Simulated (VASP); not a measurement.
# Ge (Cmcm) in VASP: further runs, part 2 of 3

VASP 6.6.1. The steps go on from the part before.

### Step 4. Single point, revPBE

This run uses another cell than the first one, of 19.64 Å³/atom.

Input file INCAR:

```
SYSTEM = Ge
PREC = Accurate
ENCUT = 520
EDIFF = 1E-7
ISMEAR = -1
SIGMA = 0.05
LREAL = .False.
LASPH = .True.
NELM = 100
ALGO = Normal
ISIF = 2
LWAVE = .False.
LCHARG = .False.
GGA = RE
NBANDS = 21
```

Input file KPOINTS:

```
regular mesh
0
Gamma
  10 10 6
  0 0 0
```

Input file POSCAR:

```
Ge
1.0
    1.5097705146     -2.6466782063      0.0000000000
    1.5097705146      2.6466782063      0.0000000000
    0.0000000000      0.0000000000      4.9162699385
Ge
2
Direct
    0.3336472357      0.6663527643      0.2500000000
    0.6663527643      0.3336472357      0.7500000000
```

Potentials or basis: VASP PAW PBE potentials, release 64 (Ge_d).

Command:

```sh
$ cat potpaw_PBE.64/Ge_d/POTCAR > POTCAR
$ mpirun -np 1 vasp_std > vasp.out
```

OUTCAR:

```text
SYSTEM = Ge
   PREC = Accurate
   ENCUT = 520
   EDIFF = 1E-7
   ISMEAR = -1
   LREAL = .False.
   LASPH = .True.
   NELM = 100
   ISIF = 2
   GGA = RE

 ion  position               nearest neighbor table
   1  0.334  0.666  0.250-
   2  0.666  0.334  0.750-

  LATTYP: Found a base centered orthorhombic cell.
 ALAT       =     3.0195410292
 B/A-ratio  =     1.7530334450
 C/A-ratio  =     1.6281513949

  Lattice vectors:

 A1 = (   1.5097705146,  -2.6466782063,   0.0000000000)
 A2 = (   1.5097705146,   2.6466782063,   0.0000000000)
 A3 = (   0.0000000000,   0.0000000000,   4.9162699385)

Analysis of symmetry for initial positions (statically):
=====================================================================
 Subroutine PRICEL returns:
 Original cell was already a primitive cell.

 Routine SETGRP: Setting up the symmetry group for a
 base centered orthorhombic supercell.

 Subroutine GETGRP returns: Found  8 space group operations
 (whereof  4 operations were pure point group operations)
 out of a pool of  8 trial point group operations.

The static configuration has the point symmetry C_2h.
 The point group associated with its full space group is D_2h.

Analysis of symmetry for dynamics (positions and initial velocities):
=====================================================================
 Subroutine PRICEL returns:
 Original cell was already a primitive cell.

 Routine SETGRP: Setting up the symmetry group for a
 base centered orthorhombic supercell.

 Subroutine GETGRP returns: Found  8 space group operations
 (whereof  4 operations were pure point group operations)
 out of a pool of  8 trial point group operations.

The dynamic configuration has the point symmetry C_2h.
 The point group associated with its full space group is D_2h.

 Subroutine INISYM returns: Found  8 space group operations
 (whereof  4 operations are pure point group operations),
 and found     1 'primitive' translations

----------------------------------------------------------------------------------------

                                     Primitive cell

  volume of cell :      39.2896

  direct lattice vectors                    reciprocal lattice vectors
     1.509770515 -2.646678206  0.000000000     0.331176159 -0.188916053  0.000000000
     1.509770515  2.646678206  0.000000000     0.331176159  0.188916053  0.000000000
     0.000000000  0.000000000  4.916269939     0.000000000  0.000000000  0.203406243

  length of vectors
     3.047016990  3.047016990  4.916269939     0.381270145  0.381270145  0.203406243

  position of ions in fractional coordinates (direct lattice)
     0.333647236  0.666352764  0.250000000
     0.666352764  0.333647236  0.750000000

  ion indices of the primitive-cell ions
   primitive index   ion index
                 1           1
                 2           2

----------------------------------------------------------------------------------------

 KPOINTS: regular mesh

Automatic generation of k-mesh.
 Grid dimensions read from file:
 generate k-points for:   10   10    6

 Generating k-lattice:

  Cartesian coordinates                     Fractional coordinates (reciprocal lattice)
     0.033117616 -0.018891605  0.000000000     0.100000000  0.000000000  0.000000000
     0.033117616  0.018891605  0.000000000     0.000000000  0.100000000  0.000000000
     0.000000000  0.000000000  0.033901041     0.000000000  0.000000000  0.166666667

  Length of vectors
     0.038127014  0.038127014  0.033901041

  Shift w.r.t. Gamma in fractional coordinates (k-lattice)
     0.000000000  0.000000000  0.000000000

 Subroutine IBZKPT returns following result:
 ===========================================

 Found    124 irreducible k-points:

 Following reciprocal coordinates:
            Coordinates               Weight
  0.000000  0.000000  0.000000      1.000000
  0.100000  0.000000  0.000000      4.000000
  0.200000  0.000000  0.000000      4.000000
  0.300000 -0.000000  0.000000      4.000000
  0.400000 -0.000000  0.000000      4.000000
  0.500000 -0.000000  0.000000      2.000000
[... 16 lines left out ...]
  0.300000  0.300000  0.000000      2.000000
  0.400000  0.300000  0.000000      4.000000
 [... further k-points ...]
   k-points           NKPTS =    124   k-points in BZ     NKDIM =    124   number of bands    NBANDS=     21
   number of dos      NEDOS =    301   number of ions     NIONS =      2
   total plane-waves  NPLWV =  23040
   dimension x,y,z NGX =    24 NGY =   24 NGZ =   40
   dimension x,y,z NGXF=    48 NGYF=   48 NGZF=   80
   ions per type =               2
   NGX,Y,Z   is equivalent  to a cutoff of  13.09, 13.09, 13.53 a.u.
   NGXF,Y,Z  is equivalent  to a cutoff of  26.19, 26.19, 27.05 a.u.
 SYSTEM =  Ge
   PREC   = accura    normal or accurate (medium, high low for compatibility)
   ISTART =      0    job   : 0-new  1-cont  2-samecut
   ICHARG =      2    charge: 1-file 2-atom 10-const
   ISPIN  =      1    spin polarized calculation?
   LNONCOLLINEAR =      F non collinear calculations
   LSORBIT =      F    spin-orbit coupling
   LASPH  =      T    aspherical Exc in radial PAW
   ENCUT  =  520.0 eV  38.22 Ry    6.18 a.u.   5.67  5.67  9.14*2*pi/ulx,y,z
   NELM   =    100;   NELMIN=  2; NELMDL= -5     # of ELM steps
   EDIFF  = 0.1E-06   stopping-criterion for ELM
   LREAL  =      F    real-space projection
   EDIFFG = 0.1E-05   stopping-criterion for IOM
   NSW    =      0    number of steps for IOM
   IBRION =     -1    ionic relax: 0-MD 1-quasi-New 2-CG
   NFREE  =      0    steps in history (QN), initial steepest desc. (CG)
   ISIF   =      2    stress and relaxation
   ISYM   =      2    0-nonsym 1-usesym 2-fastsym
   POTIM  = 0.5000    time-step for ionic-motion
   TEBEG  =    0.0;   TEEND  =   0.0 temperature during run
   PSTRESS=    0.0 pullay stress
   NELECT =      28.0000    total number of electrons
   NUPDOWN=      -1.0000    fix difference up-down
   EMIN   =  10.00;   EMAX   =-10.00  energy-range for DOS
   EFERMI =   0.00;   METHOD = LEGACY
   ISMEAR =    -1;   SIGMA  =   0.05  broadening in eV -4-tet -1-fermi 0-gaus
   EFERMI_NEDOS =   21; number of points for ismear=-14 and -15
   IALGO  =     38    algorithm
   IMIX   =      4    mixing-type and parameters
     AMIX     =   0.40;   BMIX     =  1.00
     AMIX_MAG =   1.60;   BMIX_MAG =  1.00
  volume/ion in A,a.u.               =      19.64       132.57
  Fermi-wavevector in a.u.,A,eV,Ry     =   1.462295  2.763336 29.093417  2.138306
  Thomas-Fermi vector in A             =   2.578525
   LORBIT       =      0    0 simple, 1 ext, 2 COOP (PROOUT), +10 PAW based schemes
   GGA     = RE    functional components
   LHFCALC =     F    Hartree Fock is set to
   AEXX    =    0.0000 exact exchange contribution
   IVDW    =     0    specifies the selected vdW correction
   LEPSILON=     F    determine dielectric tensor
   LRPA    =     F    only Hartree local field effects (RPA)
 non-spin polarized calculation
  energy-cutoff  :      520.00
  volume of cell :       39.29
 maximum number of plane-waves:      1087
   NGX = 11   NGY = 11   NGZ = 19

 number of electron      28.0000030 magnetization

 Free energy of the ion-electron system (eV)
  ---------------------------------------------------
  ext. energy  EPLUGINS =         0.00000000
  ---------------------------------------------------
  free energy    TOTEN  =        -7.78972648 eV

  energy without entropy =       -7.78207800  energy(sigma->0) =       -7.78590224

 E-fermi :   6.4284     XC(G=0): -11.0246

 val. band max:        6.4244704205   @ k =   0.5000   0.2000   0.5000
 cond. band min:       6.4561715878   @ k =   0.2000   0.1000   0.1667
 fundamental gap:      0.0317011674
 Fermi energy:         6.4284095215

 k-point     1 :       0.0000    0.0000    0.0000
  band No.  band energies     occupation
      1     -18.3325      2.00000
      2     -18.3295      2.00000
      3     -18.3293      2.00000
      4     -18.3243      2.00000
      5     -18.3232      2.00000
      6     -18.3182      2.00000
[... 13 lines left out ...]
     20      19.0511      0.00000
     21      19.9909      0.00000
[... 529 lines left out ...]
 k-point    24 :       0.4000    0.3000    0.0000
  band No.  band energies     occupation
      1     -18.3565      2.00000
      2     -18.3190      2.00000
      3     -18.3166      2.00000
      4     -18.3113      2.00000
      5     -18.3003      2.00000
      6     -18.2886      2.00000
[... 13 lines left out ...]
     20      21.6815      0.00000
     21      22.3284      0.00000

 [... further k-points ...]

------------------------ aborting loop because EDIFF is reached ----------------------------------------

  FORCE on cell =-STRESS in cart. coord.  units (eV):
  Direction    XX          YY          ZZ          XY          YZ          ZX
  --------------------------------------------------------------------------------------
  -------------------------------------------------------------------------------------
  Total       -0.0130446     -0.0010819     -0.0111863      0.0000000      0.0000000      0.0000000
  in kB       -0.5319411     -0.0441174     -0.4561630      0.0000000      0.0000000      0.0000000
  external PRESSURE =      -0.3440738 kB  Pullay stress =       0.0000000 kB

 VOLUME and BASIS-vectors are now :
 -----------------------------------------------------------------------------
  energy-cutoff  :      520.00
  volume of cell :       39.29
      direct lattice vectors                 reciprocal lattice vectors
     1.509770515 -2.646678206  0.000000000     0.331176159 -0.188916053  0.000000000
     1.509770515  2.646678206  0.000000000     0.331176159  0.188916053  0.000000000
     0.000000000  0.000000000  4.916269939     0.000000000  0.000000000  0.203406243

 POSITION                                       TOTAL-FORCE (eV/Angst)
 -----------------------------------------------------------------------------------
      1.50977      0.88056      1.22907         0.000000     -0.000851      0.000000
      1.50977     -0.88056      3.68720         0.000000      0.000851     -0.000000
 -----------------------------------------------------------------------------------
    total drift:                                0.000000     -0.000000      0.000000

  FREE ENERGIE OF THE ION-ELECTRON SYSTEM (eV)
  ---------------------------------------------------
  free  energy   TOTEN  =        -7.7897264845 eV

  energy  without entropy=       -7.7820779976  energy(sigma->0) =       -7.78590224
```

OSZICAR:

```text
N       E                     dE             d eps       ncg     rms          rms(c)
DAV:   1     0.181487701150E+03    0.18149E+03   -0.14530E+04  5939   0.376E+03
DAV:   2     0.169643582145E+02   -0.16452E+03   -0.15948E+03  5253   0.604E+02
DAV:   3    -0.710341931427E+01   -0.24068E+02   -0.23870E+02  5956   0.134E+02
DAV:   4    -0.780632095765E+01   -0.70290E+00   -0.70249E+00  5916   0.261E+01
DAV:   5    -0.781706784751E+01   -0.10747E-01   -0.10747E-01  5891   0.362E+00    0.161E+00
DAV:   6    -0.779838862314E+01    0.18679E-01   -0.18322E-02  7160   0.207E+00    0.882E-01
DAV:   7    -0.779000820343E+01    0.83804E-02   -0.11683E-02  7110   0.139E+00    0.814E-02
DAV:   8    -0.778970967978E+01    0.29852E-03   -0.10872E-03  6031   0.583E-01    0.327E-02
DAV:   9    -0.778972410091E+01   -0.14421E-04   -0.23720E-05  6058   0.515E-02    0.103E-02
DAV:  10    -0.778972684336E+01   -0.27424E-05   -0.19908E-06  6684   0.141E-02    0.464E-04
DAV:  11    -0.778972654733E+01    0.29603E-06   -0.10703E-07  4010   0.590E-03    0.246E-04
DAV:  12    -0.778972648452E+01    0.62812E-07   -0.18389E-08  3289   0.169E-03
   1 F= -.77897265E+01 E0= -.77859022E+01  d E =-.764849E-02
```

stdout:

```text
POSCAR found type information on POSCAR Ge
 POSCAR found :  1 types and       2 ions
 scaLAPACK will be used
 -----------------------------------------------------------------------------
|                                                                             |
|                                                                             |
|     You enforced a specific xc type in the INCAR file but a different       |
|     I HOPE YOU KNOW WHAT YOU ARE DOING!                                     |
|                                                                             |
 -----------------------------------------------------------------------------

 LDA part: xc-table for (Slater+PW92), standard interpolation
 POSCAR, INCAR and KPOINTS ok, starting setup
 FFT: planning ... GRIDC
 FFT: planning ... GRID_SOFT
 FFT: planning ... GRID
 WAVECAR not read
 entering main loop
```

Run time: 3.2 min. Hardware: 1 thread of AMD EPYC 7R13, shared host; peak memory 0.18 GiB.

What came out:

* Free energy: -7.7897 eV
* Pressure: 0.0 GPa
* Band gap on the k mesh: zero (bands 14 and 15 overlap by 8.55 eV)

Caveat: the PAW data sets were made with another functional, which shifts forces and pressure a little.

(Part 2 of 3 ends here.)
